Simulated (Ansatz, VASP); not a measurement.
## Two plane-wave programs on MgF2

```xyz
6
Lattice="4.5315 0.0000 0.0000 0.0000 4.5315 0.0000 0.0000 0.0000 2.9871" Properties=species:S:1:pos:R:3 pbc="T T T"
Mg    0.0000    0.0000    0.0000
Mg    2.2657    2.2657    1.4936
F     1.3679    1.3679    0.0000
F     0.8978    3.6337    1.4936
F     3.1636    3.1636    0.0000
F     3.6337    0.8978    1.4936
```

Alike in both runs: functional r2SCAN; k mesh 6 × 6 × 10; occupations fermi-dirac, width 0.02 eV; no spin polarisation.

Ansatz relaxed the structure, and its values are those at the end. VASP's run is a single point on that final structure, the one shown.

|  | VASP | Ansatz |
| --- | --- | --- |
| version | VASP 6.6.1 | Ansatz 0.2.0 |
| potentials or method | VASP PAW PBE potentials, release 64 (Mg, F), cutoff 660 eV | PAW plane waves |
| valence electrons in the cell | 32 | 48 |

Ansatz gave:

| Quantity | Value |
| --- | --- |
| gap on the k mesh at the Fermi level (eV) | 8.51 |
| pressure (GPa) | 7.4 |
| rms of the force components (eV/Å) | 0.000 |

Task: Estimate VASP's values.

Result: gap on the k mesh at the Fermi level (eV): 8.46; pressure (GPa): 5.6; rms of the force components (eV/Å): 0.006.

VASP's potentials were made for PBE, not for r2SCAN. The functional is the same, so the differences come from potentials, cutoffs and numerics. VASP's potentials hold 32 valence electrons a cell and Ansatz's 48, so a difference there can come from the potentials and not from the codes. Ansatz's warnings: stress scf threshold loose.
